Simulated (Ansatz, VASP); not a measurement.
One calculation of RbBiAs, two programs

The input INCAR:

```
  PREC = Accurate
  ENCUT = 600
  EDIFF = 1E-7
  ISMEAR = 0
  SIGMA = 0.1
  LREAL = False
  LASPH = True
  NELM = 100
  ALGO = Normal
  ISIF = 3
  LWAVE = False
  LCHARG = False
  GGA = PE
  IBRION = 2
  NSW = 90
  EDIFFG = -0.04
```

File KPOINTS:

```
Automatic mesh
0
Gamma
  4 4 2
```

POSCAR

```
RbBiAs
1.0
    4.5952314724      0.0000000000      0.0000000000
    0.0000000000      4.5952314724      0.0000000000
    0.0000000000      0.0000000000      7.9279629668
Rb Bi As
2 2 2
Direct
    0.5000000000      0.0000000000      0.2305000000
    0.0000000000      0.5000000000      0.7695000000
    0.5000000000      0.0000000000      0.6480000000
    0.0000000000      0.5000000000      0.3520000000
    0.0000000000      0.0000000000      0.0000000000
    0.5000000000      0.5000000000      0.0000000000
```

Input for Ansatz:

```yaml
crystal:
  lattice:
    - [4.5952314724, 0.0, 0.0]
    - [0.0, 4.5952314724, 0.0]
    - [0.0, 0.0, 7.9279629668]
  atoms:
    - { symbol: Rb, position: [0.5, 0.0, 0.2305] }
    - { symbol: Rb, position: [0.0, 0.5, 0.7695] }
    - { symbol: Bi, position: [0.5, 0.0, 0.648] }
    - { symbol: Bi, position: [0.0, 0.5, 0.352] }
    - { symbol: As, position: [0.0, 0.0, 0.0] }
    - { symbol: As, position: [0.5, 0.5, 0.0] }
basis:
  ecutwfc: 420
kpoints:
  mp_grid: { grid: [4, 4, 2] }
hamiltonian:
  xc: pbe
scf:
  occupations: { method: gaussian, width: 0.1 }
  lower_state_search: "off"
output:
  forces: true
  stress: true
  eigenvalues: true
relax:
  adjacent_minimum: "off"
  f_tol: 0.04
  max_steps: 70
  cell: { stress_tol: 0.4 }
```

Alike in both runs: task relaxation of cell and atoms; functional PBE; k mesh 4 × 4 × 2; occupations gaussian, width 0.1 eV; no spin polarisation.

|  | VASP | Ansatz |
| --- | --- | --- |
| version | VASP 6.6.1 | Ansatz 0.2.0 |
| potentials or method | VASP PAW PBE potentials, release 64 (Rb_sv, Bi_d, As), cutoff 600 eV | scalar-relativistic, plane waves, PAW |
| valence electrons in the cell | 58 | 78 |

Ansatz gave:

- gap on the k mesh at the Fermi level, each at its own relaxed structure (eV): none
- relaxed volume (Å³/atom): 39.60
- relaxed length of the cell vector where the two differ most in proportion (Å): 8.016

Question: Estimate VASP's values.

Answer: gap on the k mesh at the Fermi level, each at its own relaxed structure (eV): none; relaxed volume (Å³/atom): 39.56; relaxed length of the cell vector where the two differ most in proportion (Å): 7.896.

A gap of «none» marks a metal or a gap that the smearing closes. VASP's potentials hold 58 valence electrons a cell and Ansatz's 78, so a difference there can come from the potentials and not from the codes.

The k mesh is coarse, so the values compare programs but aren't converged. Neither program's run includes spin-orbit coupling. Noted on VASP's run: the volume moved by over 15 % at a fixed basis, so the end points are rough.
